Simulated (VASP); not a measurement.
## GaN: single point with PBEsol

The system is GaN.

```
CELL_PARAMETERS angstrom
0.00000 2.25350 2.25350
2.25350 0.00000 2.25350
2.25350 2.25350 0.00000
ATOMIC_POSITIONS crystal
Ga 0.00000 0.00000 0.00000
N 0.25000 0.25000 0.25000
```

```
Program                : VASP 6.6.1
Task                   : single point
Functional             : PBEsol
Potentials or basis    : VASP PAW PBE potentials, release 64 (Ga_d, N)
Cutoff                 : 520 eV
k mesh                 : 10 × 10 × 10
Occupations            : fermi-dirac, width 0.05 eV
Spin                   : non-collinear spin, zero start, spin-orbit coupling
Starting moments       : [[0.0, 0.0, 0.0], [0.0, 0.0, 0.0]] μB
Dipole correction      : no
Further INCAR settings : ALGO = Normal; EDIFF = 1e-07; NBANDS = 30
```

* Pressure: -1.3 GPa
* Net moment: 0.00 μB per cell
* Valence electrons inside the program's atomic spheres: Ga 11.87; N 3.72

Moments on the atoms (μB; x, y, z):
```
Ga  0.00 0.00 0.00
N   0.00 0.00 0.00
```

Run time: 94 s on 1 thread of Intel Xeon 6975P-C, on a shared host, peak memory 0.24 GiB.

Caveat: the PAW data sets were made with another functional, which shifts forces and pressure a little.
